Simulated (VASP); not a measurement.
# Ca: relaxation of cell and atoms with r2SCAN

Crystal: Ca.

```
Ca
1.0
     0.00000    2.78441    2.78441
     2.78441    0.00000    2.78441
     2.78441    2.78441    0.00000
Ca
1
Direct
  0.00000 0.00000 0.00000
```

* Program: VASP 6.6.1
* Task: relaxation of cell and atoms
* Functional: r2SCAN
* Potentials or basis: VASP PAW PBE potentials, release 64 (Ca_sv)
* Cutoff: 600 eV
* k mesh: 16 × 16 × 16
* Occupations: fermi-dirac, width 0.15 eV
* Spin: no spin polarisation
* Dipole correction: no
* Further INCAR settings: ALGO = Normal; EDIFF = 1e-07; IBRION = 2; EDIFFG = -0.001; NSW = 80; ISIF = 3

The relaxed volume is 43.38 Å³/atom, the relaxed cell is a = 3.944 Å, b = 3.944 Å, c = 3.944 Å, α = 60.00°, β = 60.00°, γ = 60.00° and the space group after relaxing (to 0.1 Å) is Fm-3m (No. 225). The energy gained by relaxing is 0.1 meV/atom and the ionic steps are 3. The pressure after relaxing is 0.0 GPa. The band gap on the k mesh is zero (bands 5 and 6 overlap by 0.58 eV).

Final structure:
```cif
data_structure
_symmetry_space_group_name_H-M 'P 1'
_symmetry_Int_Tables_number 1
_cell_length_a 3.9440
_cell_length_b 3.9440
_cell_length_c 3.9440
_cell_angle_alpha 60.000
_cell_angle_beta 60.000
_cell_angle_gamma 60.000
_cell_volume 43.38
loop_
_atom_site_label
_atom_site_type_symbol
_atom_site_fract_x
_atom_site_fract_y
_atom_site_fract_z
_atom_site_occupancy
Ca1 Ca 0.00000 0.00000 0.00000 1
```

Levels at points of the mesh, in eV from the Fermi level:
```csv
k point,band 1,band 2,band 3,band 4,band 5,band 6,band 7,band 8,band 9
"(0.00, 0.00, 0.00)",-43.83,-23.87,-23.87,-23.87,-4.25,2.67,2.67,2.67,3.77
"(0.50, 0.00, 0.00)",-43.82,-24.00,-23.88,-23.88,-0.94,-0.31,2.53,2.53,4.47
"(0.50, 0.50, 0.00)",-43.82,-23.99,-23.91,-23.91,-0.38,0.77,0.89,4.46,4.65
```

Wall time 7.5 min on 1 thread of Intel(R) Xeon(R) Platinum 8259CL CPU @ 2.50GHz (Skylake/Cascade Lake) (shared host), peak memory 0.24 GiB.

Caveat: the PAW data sets were made with another functional, which shifts forces and pressure a little. Zero-point motion and thermal expansion aren't in these numbers.
